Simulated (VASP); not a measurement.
Write the native input for VASP 6.6.1 that does the following.

```
Task                   : single point
Functional             : PBEsol
Potentials or basis    : VASP PAW PBE potentials, release 64 (Sn_d, O)
Cutoff                 : 520 eV
k mesh                 : 7 × 8 × 3
Occupations            : gaussian, width 0.05 eV
Spin                   : no spin polarisation
Dipole correction      : no
Further INCAR settings : ALGO = Normal; EDIFF = 1e-07; NBANDS = 50
```

The structure of SnO lies in POSCAR:

```
SnO
1.0
    0.0000000000      0.0000000000     -3.8941645687
   -3.3156086772      0.0000000000      0.0000000000
    0.0000000000     13.4100010796      0.0000000000
Sn O
4 4
Direct
    0.4738257379      0.0000000000      0.7376033835
    0.4738257379      0.0000000000      0.3121745931
    0.9738257379      0.5000000000      0.1132541974
    0.9738257379      0.5000000000      0.5386829879
    0.2761732621      0.0000000000      0.1639418049
    0.2761732621      0.0000000000      0.5893705954
    0.7761732621      0.5000000000      0.6869157761
    0.7761732621      0.5000000000      0.2614869856
```

This cell differs from its parent crystal: the distance across one plane changed.

The input as run:

INCAR

```
SYSTEM = SnO
ALGO = Normal ; EDIFF = 1E-7
ENCUT = 520 ; GGA = PS
ISIF = 2 ; ISMEAR = 0
LASPH = .True. ; LCHARG = .True.
LELF = .True. ; LREAL = .False.
LVHAR = .True. ; LWAVE = .False.
NBANDS = 50 ; NELM = 80
PREC = Accurate ; SIGMA = 0.05
```

KPOINTS

```
k-points
0
Gamma
  7 8 3
  0 0 0
```

Potentials or basis: VASP PAW PBE potentials, release 64 (Sn_d, O).

Command:

```bash
$ cat potpaw_PBE.64/Sn_d/POTCAR potpaw_PBE.64/O/POTCAR > POTCAR
$ mpirun -np 1 vasp_std > vasp.out
```

Results of the run:

```
Pressure               : 0.2 GPa
Largest force          : 0.087 eV/Å
Band gap on the k mesh : 1.87 eV (least direct gap 2.15 eV)
```

Caveat: the cell differs from its parent crystal (the distance across one plane changed); the PAW data sets were made with another functional, which shifts forces and pressure a little; spin-orbit coupling is left out, which moves the levels of the heavy elements.

Wall time 14 min on 1 thread of Oxide Virtual Turin-like Processor, with other jobs on the host, peak memory 0.39 GiB.
